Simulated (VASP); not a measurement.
# WS: single point with r2SCAN+U

WS:

```
CELL_PARAMETERS angstrom
0.00000 2.91947 2.91947
2.91947 0.00000 2.91947
2.91947 2.91947 0.00000
ATOMIC_POSITIONS crystal
W 0.00000 0.00000 0.00000
S 0.25000 0.25000 0.25000
```

```
Program             : VASP 6.6.1
Task                : single point
Functional          : r2SCAN
Potentials or basis : VASP PAW PBE potentials, release 64 (W_sv, S)
Cutoff              : 520 eV
k mesh              : 12 × 12 × 12
Occupations         : gaussian, width 0.1 eV
Spin                : collinear spin
Starting moments    : [1.0, 0.0] μB
Hubbard terms       : W d U = 6.2 eV
```

| Item | Value |
| --- | --- |
| Pressure | 1.2 GPa |
| Band gap on the k mesh | zero (filled and empty bands overlap) |
| Net moment | 4.00 μB per cell |
| Site moments | W +3.23; S -0.20 μB |
| Valence electrons inside the program's atomic spheres | W 11.83; S 3.72 |

Levels at points of the mesh, in eV from the Fermi level:
Spin up:
```tsv
k point	band 9	band 10	band 11	band 12	band 13	band 14	band 15	band 16
(0.00, 0.00, 0.00)	-3.47	-3.47	-1.26	2.16	2.16	2.16	5.71	5.71
(0.50, 0.00, 0.00)	-2.99	-2.99	-2.09	0.27	0.27	1.55	5.95	7.16
(0.50, 0.50, 0.00)	-3.13	-3.01	-2.81	-1.09	-1.09	4.28	4.71	7.41
```
Spin down:
| k point | band 5 | band 6 | band 7 | band 8 | band 9 | band 10 | band 11 | band 12 |
| --- | --- | --- | --- | --- | --- | --- | --- | --- |
| (0.00, 0.00, 0.00) | -15.65 | -4.90 | -4.90 | -4.90 | 0.59 | 3.01 | 3.01 | 5.72 |
| (0.50, 0.00, 0.00) | -15.08 | -6.34 | -4.76 | -4.76 | 2.16 | 3.17 | 3.17 | 3.66 |
| (0.50, 0.50, 0.00) | -14.90 | -6.48 | -4.73 | -4.73 | 0.31 | 1.85 | 4.05 | 4.05 |

Eigenvalues of the final occupation matrices:
```csv
site,spin,trace,eigenvalues
site 1 d,1,3.28,0.59 0.59 0.59 0.75 0.75
site 1 d,2,0.18,0.01 0.01 0.05 0.05 0.05
```

Run time: 5.9 min on 1 thread of Intel(R) Xeon(R) Platinum 8488C (Sapphire Rapids), with other jobs on the host, peak memory 0.29 GiB.

Caveat: the PAW data sets were made with another functional, which shifts forces and pressure a little; spin-orbit coupling is left out, which moves the levels of the heavy elements.
